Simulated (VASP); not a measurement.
A run of VASP 6.6.1:

POSCAR

```
GaAs
1.0
    0.0000000000      2.7691429914      2.7691429914
    2.7691429914      0.0000000000      2.7691429914
    2.7691429914      2.7691429914      0.0000000000
As Ga
1 1
Direct
    0.7500000000      0.7500000000      0.7500000000
    0.0000000000      0.0000000000      0.0000000000
```

Contents of INCAR.step1:

```
ALGO = Normal
EDIFF = 1E-5
ENCUT = 520
GGA = PE
ISIF = 2
ISMEAR = -1
LASPH = True
LCHARG = False
LREAL = False
LWAVE = True
NBANDS = 16
NELM = 80
PREC = Accurate
SIGMA = 0.05
```

The input INCAR.step2:

```
AEXX = 0.5
ALGO = Normal
EDIFF = 1E-7
ENCUT = 520
ISIF = 2
ISMEAR = -1
ISTART = 1
LASPH = True
LCHARG = False
LHFCALC = True
LMIXTAU = True
LREAL = False
LWAVE = False
METAGGA = R2SCAN
NBANDS = 16
NELM = 80
PREC = Accurate
PRECFOCK = Normal
SIGMA = 0.05
```

File KPOINTS:

```
k-points
0
Gamma
  4 4 4
```

Potentials or basis: VASP PAW PBE potentials, release 64 (As, Ga_d).

Command:

```bash
$ cat potpaw_PBE.64/As/POTCAR potpaw_PBE.64/Ga_d/POTCAR > POTCAR
$ cp INCAR.step1 INCAR
$ mpirun -np 1 vasp_std > vasp.out
$ cp INCAR.step2 INCAR
$ mpirun -np 1 vasp_std > vasp.out
```

Hardware: 1 thread of Intel(R) Xeon(R) Platinum 8488C (Sapphire Rapids) (shared host).

Task: Estimate the wall time of this run.

Result: Wall time 5.6 min on 1 thread of Intel(R) Xeon(R) Platinum 8488C (Sapphire Rapids) (shared host), peak memory 0.18 GiB. Counts: k points 8.
